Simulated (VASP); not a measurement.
Ru:

```xyz
2
Lattice="0.0000 2.6352 2.6352 2.6352 0.0000 2.6352 2.6352 2.6352 0.0000" Properties=species:S:1:pos:R:3 pbc="T T T"
Ru    0.6588    0.6588    0.6588
Ru    4.6115    4.6115    4.6115
```

| Item | Value |
| --- | --- |
| Program | VASP 6.6.1 |
| Task | relaxation of cell and atoms |
| Functional | revPBE |
| Potentials or basis | VASP PAW PBE potentials, release 64 (Ru_pv) |
| Cutoff | 600 eV |
| k mesh | 10 × 10 × 10 |
| Occupations | fermi-dirac, width 0.1 eV |
| Spin | no spin polarisation |

At the start: pressure 24.3 GPa; volume 18.30 Å³/atom.

Q: Where does the relaxation end?

A: Over 8 steps the energy falls by 154.2 meV/atom and the volume is 20.57 Å³/atom (+12.4 %); space group Fd-3m (No. 227, to 0.05 Å).

Step by step:
```
step  energy change (eV)  largest force (eV/Å)  pressure (GPa)  volume (Å³)
   1              0.0000                0.0000           24.25        36.60
   2              0.7379                0.0000          -21.31        53.32
   3             -0.3062                0.0000           -1.64        41.61
   4             -0.3084                0.0000           -0.28        41.24
   5             -0.3085                0.0000            0.10        41.14
   6             -0.3085                0.0000            0.08        41.14
   7             -0.3085                0.0000            0.08        41.14
   8             -0.3085                0.0000            0.07        41.14
```

Final structure:
```yaml
crystal:
  lattice:
    - [0.00000, 2.74004, 2.74004]
    - [2.74004, 0.00000, 2.74004]
    - [2.74004, 2.74004, 0.00000]
  atoms:
    - { symbol: Ru, position: [0.12500, 0.12500, 0.12500] }
    - { symbol: Ru, position: [0.87500, 0.87500, 0.87500] }
```

Caveat: the PAW data sets were made with another functional, which shifts forces and pressure a little.
